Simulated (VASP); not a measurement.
Wanted: the native input for a VASP 6.6.1 run.

* Task: single point
* Functional: PBEsol
* Potentials or basis: VASP PAW PBE potentials, release 64 (Sr_sv)
* Cutoff: 520 eV
* k mesh: 10 × 10 × 10
* Occupations: fermi-dirac, width 0.15 eV
* Spin: no spin polarisation
* Dipole correction: no
* Further INCAR settings: ALGO = Normal; EDIFF = 1e-06; NBANDS = 11

The structure of Sr lies in POSCAR:

```
Sr
1.0
   -2.4350000000      2.4350000000      2.4350000000
    2.4350000000     -2.4350000000      2.4350000000
    2.4350000000      2.4350000000     -2.4350000000
Sr
1
Direct
    0.0000000000      0.0000000000      0.0000000000
```

These files were run (other wordings do the same):

INCAR

```
SYSTEM = Sr
PREC = Accurate ; ENCUT = 520
EDIFF = 1E-6 ; ISMEAR = -1
SIGMA = 0.15 ; LREAL = .FALSE.
LASPH = .TRUE. ; NELM = 80
ALGO = Normal ; ISIF = 2
LWAVE = .FALSE. ; LCHARG = .FALSE.
GGA = PS ; NBANDS = 11
```

KPOINTS

```
Automatic mesh
0
G
  10 10 10
  0 0 0
```

Potentials or basis: VASP PAW PBE potentials, release 64 (Sr_sv).

Launch:

```console
$ cat potpaw_PBE.64/Sr_sv/POTCAR > POTCAR
$ mpirun -np 1 vasp_std > vasp.out
```

Results of the run:

The pressure is -1.1 GPa and the band gap on the k mesh is zero (band 5 reaches 1.56 eV, above the bottom of band 6 at 1.27 eV).

Caveat: the PAW data sets were made with another functional, which shifts forces and pressure a little.

It took 13 s on 1 thread of Intel(R) Xeon(R) 6975P-C (Granite Rapids), on a shared host, peak memory 0.18 GiB.
